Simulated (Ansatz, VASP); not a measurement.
Hf in VASP and in Ansatz

```
Hf
1.0
    -1.77231    1.77231    1.77231
     1.77231   -1.77231    1.77231
     1.77231    1.77231   -1.77231
Hf
1
Direct
  0.00000 0.00000 0.00000
```

Alike in both runs: functional PBE; k mesh 16 × 16 × 16; occupations gaussian, width 0.1 eV; no spin polarisation.

Ansatz relaxed the structure, and its values are those at the end. VASP's run is a single point on that final structure, the one shown.

```csv
,VASP,Ansatz
version,VASP 6.6.1,Ansatz 0.2.0
potentials or method,"VASP PAW PBE potentials, release 64 (Hf_pv), cutoff 520 eV","scalar-relativistic, plane waves, PAW"
valence electrons in the cell,10,26
```

VASP gave:

```
gap on the k mesh at the Fermi level (eV) : none
pressure (GPa)                            : -0.3
```

Task: What did Ansatz give for the same quantities?

Result: gap on the k mesh at the Fermi level (eV): none; pressure (GPa): 0.0.

A gap of «none» marks a metal or a gap that the smearing closes. With one functional, cell and mesh, what is left measures potentials, basis and numerics. VASP's potentials hold 10 valence electrons a cell and Ansatz's 26, so a difference there can come from the potentials and not from the codes.

Spin-orbit coupling is off throughout.
